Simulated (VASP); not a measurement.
Input of a VASP 6.6.1 run:

Contents of INCAR:

```
ALGO = Normal ; EDIFF = 1E-6
ENCUT = 520 ; GGA = PE
ISIF = 2 ; ISMEAR = 0
LASPH = True ; LCHARG = False
LREAL = False ; LWAVE = False
NBANDS = 64 ; NELM = 100
PREC = Accurate ; SIGMA = 0.1
```

Contents of KPOINTS:

```
k-points
0
Gamma
  4 4 4
```

POSCAR

```
Ge7Au
1.0
    0.0000000000      4.2615707521      4.2615707521
    4.2615707521      0.0000000000      4.2615707521
    4.2615707521      4.2615707521      0.0000000000
Ge Au
7 1
Direct
    0.5000000000      0.5000000000      0.5000000000
    0.5000000000      0.0000000000      1.0000000000
    0.5000000000      0.0000000000      0.5000000000
    0.0000000000      0.5000000000      0.5000000000
    0.0000000000      0.5000000000      1.0000000000
    0.5000000000      0.5000000000      1.0000000000
    0.0000000000      1.0000000000      0.5000000000
    1.0000000000      0.0000000000      0.0000000000
```

Potentials or basis: VASP PAW PBE potentials, release 64 (Ge_d, Au).

Run with:

```bash
$ cat potpaw_PBE.64/Ge_d/POTCAR potpaw_PBE.64/Au/POTCAR > POTCAR
$ mpirun -np 1 vasp_std > vasp.out
```

**Question.** Estimate the pressure.

**Answer.** 0.0 GPa.

**Question.** Estimate the band gap on the k mesh.

**Answer.** Zero (an odd number of electrons rules out a gap without spin polarisation).

Caveat: spin-orbit coupling is left out, which moves the levels of the heavy elements; an odd number of electrons without spin polarisation forces a metal; a magnetic or distorted state may lie lower.
